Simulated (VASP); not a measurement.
Write the native input for VASP 6.6.1 that does the following.

| Property | Result |
| --- | --- |
| Task | single point |
| Functional | PBE |
| Potentials or basis | VASP PAW PBE potentials, release 64 (Ge_d) |
| Cutoff | 520 eV |
| k mesh | 11 × 11 × 10 |
| Occupations | gaussian, width 0.026 eV |
| Spin | no spin polarisation |
| Dipole correction | no |
| Further INCAR settings | ALGO = Normal; EDIFF = 1e-07; NBANDS = 13 |

The structure of Ge lies in POSCAR:

```
Ge
1.0
    1.3971490000     -2.6005160000      0.0000000000
    1.3971490000      2.6005160000      0.0000000000
    0.0000000000      0.0000000000      2.6982310000
Ge
1
Direct
    0.5000000000      0.5000000000      0.0000000000
```

These files were run (other wordings do the same):

INCAR

```
SYSTEM = Ge
PREC     = Accurate       ! precision mode
ENCUT    = 520            ! plane-wave cutoff, eV
EDIFF    = 1E-7           ! SCF threshold, eV
ISMEAR   = 0              ! smearing method
SIGMA    = 0.026000000000000002 ! smearing width, eV
LREAL    = .False.        ! projectors in reciprocal space
LASPH    = .True.         ! aspherical terms in the spheres
NELM     = 60             ! most SCF steps
ALGO     = Normal         ! electronic algorithm
ISIF     = 2              ! what is computed and relaxed
LWAVE    = .False.        ! write WAVECAR
LCHARG   = .False.        ! write CHGCAR
GGA      = PE             ! functional
NBANDS   = 13             ! bands
```

KPOINTS

```
regular mesh
0
Gamma
  11 11 10
  0 0 0
```

Potentials or basis: VASP PAW PBE potentials, release 64 (Ge_d).

Command:

```bash
$ cat potpaw_PBE.64/Ge_d/POTCAR > POTCAR
$ mpirun -np 1 vasp_std > vasp.out
```

Results of the run:

```yaml
Pressure: -0.6 GPa
Band_gap_on_the_k_mesh: zero (band 7 reaches 12.88 eV, above the bottom of band 8 at 3.82 eV)
```

Wall time 14 s on 1 thread of Intel(R) Xeon(R) 6975P-C (Granite Rapids) (shared host), peak memory 0.16 GiB.
